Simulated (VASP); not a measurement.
Wanted: the native input for a VASP 6.6.1 run.

```
Task                   : single point
Functional             : PBE
Potentials or basis    : VASP PAW PBE potentials, release 64 (Os)
Cutoff                 : 520 eV
k mesh                 : 17 × 17 × 17
Occupations            : fermi-dirac, width 0.1 eV
Spin                   : no spin polarisation
Dipole correction      : no
Further INCAR settings : ALGO = Normal; EDIFF = 1e-07; NBANDS = 10
```

The structure of Os lies in POSCAR:

```
Os
1.0
   -1.4354318484      1.4354318484      1.4354318484
    1.4354318484     -1.4354318484      1.4354318484
    1.4354318484      1.4354318484     -1.4354318484
Os
1
Direct
    0.0000000000      0.0000000000      0.0000000000
```

This isn't the form of Os at room conditions, which is hcp.

These files were run (other wordings do the same):

INCAR

```
ALGO = Normal
EDIFF = 1E-7
ENCUT = 520
GGA = PE
ISIF = 2
ISMEAR = -1
LASPH = True
LCHARG = False
LREAL = False
LWAVE = False
NBANDS = 10
NELM = 60
PREC = Accurate
SIGMA = 0.1
```

KPOINTS

```
k-points
0
Gamma
  17 17 17
```

Potentials or basis: VASP PAW PBE potentials, release 64 (Os).

Launch:

```bash
$ cat potpaw_PBE.64/Os/POTCAR > POTCAR
$ mpirun -np 1 vasp_std > vasp.out
```

Results of the run:

* Pressure: 136.8 GPa
* Band gap on the k mesh: zero (bands 4 and 5 overlap by 5.86 eV)

Caveat: the cell stands under pressure; spin-orbit coupling is left out, which moves the levels of the heavy elements.

Run time: 27 s on 1 thread of Intel Xeon 8259CL, on a shared host, peak memory 0.13 GiB.
